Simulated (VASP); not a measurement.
Runs of VASP 6.6.1 on MoS2. The structure is that of space group R-3m (No. 166), or close to it. The cells are those of the table. 

| task | cell | k mesh | cutoff (eV) | gap on the mesh (eV) | pressure (GPa) | largest force (eV/Å) |
| --- | --- | --- | --- | --- | --- | --- |
| single point | a = 3.121, b = 3.121, c = 6.338 Å, angles 90.0, 75.7, 120.0°, 3 atoms | 12 × 12 × 6 | 520 | none | 0.0 | - |
| single point | a = 3.120, b = 6.347 Å, angles 90.0, 60.0, 104.2°, 3 atoms | 11 × 6 × 13 | 520 | none | 0.0 | 0.01 |
| relaxation of cell and atoms | relaxed from a = 6.383 Å, angles 28.8°, 3 atoms | 9 × 9 × 9 | 600 | none | -0.3 | 0.01 |
| single point | a = 6.350 Å, angles 28.5°, 3 atoms | 9 × 9 × 9 | 520 | none | -0.1 | (a) |

Alike in all rows: level PBEsol; potentials or basis VASP PAW PBE potentials, release 64 (Mo_sv, S); no spin polarisation; smearing gaussian 0.1 eV.

Question: Fill in the values left out.

Answer: (a) 0.02.

Caveats: the PAW data sets were made with another functional, which shifts forces and pressure a little; this functional lacks dispersion, which binds the layers, so the pressure and a relaxed spacing across them are unreliable (some runs); the relaxation stopped at a loose force limit of 0.05 eV/Å, so its end isn't a converged minimum (some runs).

A k mesh can miss the band edges, and the runs leave out spin-orbit coupling on Mo.

A gap of «none» marks levels without a gap at the run's occupations.
